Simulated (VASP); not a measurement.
P:

```
CELL_PARAMETERS angstrom
2.45500 0.00000 0.00000
0.00000 2.45500 0.00000
0.00000 0.00000 4.88161
ATOMIC_POSITIONS crystal
P 0.00000 0.00000 0.75975
P 0.00000 0.00000 0.24025
```

* Program: VASP 6.6.1
* Task: relaxation of cell and atoms
* Functional: PBE
* Potentials or basis: VASP PAW PBE potentials, release 64 (P)
* Cutoff: 600 eV
* k mesh: 22 × 22 × 12
* Occupations: gaussian, width 0.1 eV
* Spin: no spin polarisation

At the start: pressure -0.1 GPa; volume 14.71 Å³/atom.

Question: Where does the relaxation end?

Answer: Over 10 steps the energy falls by 3.4 meV/atom and the volume is 14.58 Å³/atom (-0.9 %); space group P4/mmm (No. 123, to 0.1 Å) before, Pm-3m (No. 221, to 0.1 Å).

Step by step:
| step | energy change (eV) | largest force (eV/Å) | pressure (GPa) | volume (Å³) |
| --- | --- | --- | --- | --- |
| 1 | 0.0000 | 0.1388 | -0.06 | 29.42 |
| 2 | -0.0022 | 0.0937 | -0.30 | 29.40 |
| 3 | -0.0026 | 0.0729 | -0.42 | 29.38 |
| 4 | -0.0042 | 0.0747 | 0.15 | 29.18 |
| 5 | -0.0049 | 0.0609 | 0.93 | 28.95 |
| 6 | -0.0057 | 0.0422 | 0.77 | 28.98 |
| 7 | -0.0065 | 0.0080 | 0.52 | 29.03 |
| 8 | -0.0065 | 0.0044 | 0.50 | 29.04 |
| 9 | -0.0067 | 0.0053 | 0.10 | 29.14 |
| 10 | -0.0067 | 0.0055 | -0.03 | 29.17 |

Final structure:
```
P
1.0
     2.44571    0.00000    0.00000
     0.00000    2.44571    0.00000
     0.00000    0.00000    4.87626
P
2
Direct
  0.00000 0.00000 0.75051
  0.00000 0.00000 0.24949
```
